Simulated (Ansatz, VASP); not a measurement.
PC: VASP beside Ansatz

```
CELL_PARAMETERS angstrom
3.00809 0.00000 0.00000
-1.50405 2.60509 0.00000
0.00000 0.00000 5.16652
ATOMIC_POSITIONS crystal
P 0.33333 0.66667 0.01633
P 0.66667 0.33333 0.51633
C 0.33333 0.66667 0.36867
C 0.66667 0.33333 0.86867
```

Change from the starting cell: species swapped into the MnS type (P6_3mc, No. 186).

Alike in both runs: functional PBE; k mesh 6 × 6 × 3; occupations gaussian, width 0.2 eV; no spin polarisation.

Ansatz relaxed the structure, and its values are those at the end. VASP's run is a single point on that final structure, the one shown.

|  | VASP | Ansatz |
| --- | --- | --- |
| version | VASP 6.6.1 | Ansatz 0.2.0 |
| potentials or method | VASP PAW PBE potentials, release 64 (P, C), cutoff 600 eV | scalar-relativistic, plane waves, PAW |
| valence electrons in the cell | 18 | 18 |

```csv
,VASP,Ansatz,Ansatz less VASP
gap on the k mesh at the Fermi level (eV),none,none,-
pressure (GPa),-0.8,-0.3,+0.53
rms of the force components (eV/Å),0.007,0.000,-0.0070
```

A gap of «none» marks a metal or a gap that the smearing closes.

The k mesh is coarse, so the values compare programs but aren't converged.
